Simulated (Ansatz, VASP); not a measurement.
MoS2 in VASP and in Ansatz

The input INCAR:

```
SYSTEM = MoS2
ALGO = Normal
EDIFF = 1E-7
ENCUT = 520
GGA = PE
ISIF = 2
ISMEAR = -1
LASPH = .TRUE.
LCHARG = .TRUE.
LELF = .TRUE.
LREAL = .FALSE.
LVHAR = .TRUE.
LWAVE = .FALSE.
NBANDS = 35
NELM = 80
PREC = Accurate
SIGMA = 0.02
```

KPOINTS

```
k-points
0
G
  12 12 2
  0 0 0
```

POSCAR

```
MoS2
1.0
    3.1730196207      0.0000000000      0.0000000000
   -1.5865098103      2.6184887735      0.0000000000
    0.0000000000      0.0000000000     12.4359100517
Mo S
2 4
Direct
    0.6658124584      0.3316249169      0.2500000000
    0.3341875416      0.6683750831      0.7500000000
    0.3294105107      0.6588210214      0.3769859583
    0.6705894893      0.3411789786      0.8769859583
    0.3294105107      0.6588210214      0.1230140417
    0.6705894893      0.3411789786      0.6230140417
```

Input for Ansatz:

```yaml
crystal:
  lattice:
    - [3.1730196207, 0.0, 0.0]
    - [-1.5865098103, 2.6184887735, 0.0]
    - [0.0, 0.0, 12.4359100517]
  atoms:
    - { symbol: Mo, position: [0.6658124584, 0.3316249169, 0.25] }
    - { symbol: Mo, position: [0.3341875416, 0.6683750831, 0.75] }
    - { symbol: S, position: [0.3294105107, 0.6588210214, 0.3769859583] }
    - { symbol: S, position: [0.6705894893, 0.3411789786, 0.8769859583] }
    - { symbol: S, position: [0.3294105107, 0.6588210214, 0.1230140417] }
    - { symbol: S, position: [0.6705894893, 0.3411789786, 0.6230140417] }
kpoints:
  mp_grid: { grid: [12, 12, 2] }
  band_path:
    path:
      - [0.0, 0.0, 0.0]
      - [0.5, 0.0, 0.0]
      - [0.3333333333, 0.3333333333, 0.0]
      - [0.0, 0.0, 0.5]
      - [0.5, 0.0, 0.5]
      - [0.3333333333, 0.3333333333, 0.5]
      - [0.171875, 0.184896, 0.0]
    npoints: 1
hamiltonian:
  xc: pbe
scf:
  occupations: { method: fermi_dirac, width: 0.02 }
  n_extra_bands: 5
output:
  forces: true
  stress: true
  eigenvalues: true
```

Change from the starting cell: uniaxial_y strain -4.7%.

Alike in both runs: task single point; functional PBE; k mesh 12 × 12 × 2; occupations fermi-dirac, width 0.02 eV; no spin polarisation.

|  | VASP | Ansatz |
| --- | --- | --- |
| version | VASP 6.6.1 | Ansatz 0.2.0 |
| potentials or method | VASP PAW PBE potentials, release 64 (Mo_sv, S) | plane waves, PAW |
| plane-wave cutoff (eV) | 520 | 420 |
| valence electrons in the cell | 52 | 52 |

|  | VASP | Ansatz | Ansatz less VASP |
| --- | --- | --- | --- |
| gap on the k mesh at the Fermi level (eV) | 1.00 | 0.99 | -0.014 |
| pressure (GPa) | 7.7 | 7.8 | +0.14 |
| traceless stress, the component that is largest in VASP (GPa) | 6.30 | 6.27 | -0.027 |
| rms of the force components (eV/Å) | 0.058 | 0.065 | +0.0069 |

Atom by atom the forces differ by 0.007 eV/Å (rms over components).
